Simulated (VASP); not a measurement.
A run of VASP 6.6.1 is set up as follows.

POSCAR

```
Ag
1.0
    0.0000000000      2.0519023311      2.0519023311
    2.0519023311      0.0000000000      2.0519023311
    2.0519023311      2.0519023311      0.0000000000
Ag
1
Direct
    0.0000000000      0.0000000000      0.0000000000
```

INCAR.step1

```
ALGO = Normal
EDIFF = 1E-4
ENCUT = 520
GGA = PE
ISMEAR = -1
LASPH = True
LCHARG = False
LREAL = False
LWAVE = True
NBANDS = 12
NELM = 80
PREC = Accurate
SIGMA = 0.1
```

INCAR.step2

```
ALGO = Normal
EDIFF = 1E-7
ENCUT = 520
ISIF = 2
ISMEAR = -1
ISTART = 1
LASPH = True
LCHARG = False
LMIXTAU = True
LREAL = False
LWAVE = False
METAGGA = R2SCAN
NBANDS = 12
NELM = 80
PREC = Accurate
SIGMA = 0.1
```

The input KPOINTS:

```
k-points
0
Gamma
  3 3 3
```

Potentials or basis: VASP PAW PBE potentials, release 64 (Ag).

Command:

```console
$ cat potpaw_PBE.64/Ag/POTCAR > POTCAR
$ cp INCAR.step1 INCAR
$ mpirun -np 1 vasp_std > vasp.out
$ cp INCAR.step2 INCAR
$ mpirun -np 1 vasp_std > vasp.out
```

**Question.** What does it give for the pressure?

**Answer.** -3.2 GPa.

Caveat: the k points lie up to 0.88 Å⁻¹ apart; the PAW data sets were made with another functional, which shifts forces and pressure a little.
